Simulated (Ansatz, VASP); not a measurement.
## Ca: VASP beside Ansatz

Contents of INCAR:

```
ALGO = Normal
EDIFF = 1E-7
ENCUT = 520
GGA = PE
ISIF = 2
ISMEAR = -1
LASPH = T
LCHARG = F
LREAL = F
LWAVE = F
NBANDS = 11
NELM = 100
PREC = Accurate
SIGMA = 0.1
```

File KPOINTS:

```
k-points
0
Gamma
  17 17 17
```

File POSCAR:

```
Ca
1.0
   -2.2210477553      2.2210477553      2.2210477553
    2.2210477553     -2.2210477553      2.2210477553
    2.2210477553      2.2210477553     -2.2210477553
Ca
1
Direct
    0.0000000000      0.0000000000      0.0000000000
```

Input for Ansatz:

```yaml
crystal:
  lattice:
    - [-2.2210477553, 2.2210477553, 2.2210477553]
    - [2.2210477553, -2.2210477553, 2.2210477553]
    - [2.2210477553, 2.2210477553, -2.2210477553]
  atoms:
    - { symbol: Ca, position: [0.0, 0.0, 0.0] }
hamiltonian:
  xc: pbe
  pseudopotentials:
    kind: paw
    azcp:
      Ca: "pseudopotentials/Ca.paw.azcp"
basis:
  ecutwfc: 420
  fft_grid_basis: typed
kpoints:
  mp_grid: { grid: [17, 17, 17], shift: [0, 0, 0] }
magnetization:
  spin_polarized: false
scf:
  occupations: { method: fermi_dirac, width: 0.1 }
output:
  stress: true
```

Alike in both runs: task single point; functional PBE; k mesh 17 × 17 × 17; occupations fermi-dirac, width 0.1 eV; no spin polarisation.

```csv
,VASP,Ansatz
version,VASP 6.6.1,Ansatz 0.2.0
potentials or method,"VASP PAW PBE potentials, release 64 (Ca_sv), cutoff 520 eV","plane waves (420 eV) with PAW, scalar-relativistic"
valence electrons in the cell,10,10
```

|  | VASP | Ansatz | Ansatz less VASP |
| --- | --- | --- | --- |
| pressure (GPa) | -0.6 | -0.6 | -0.01 |
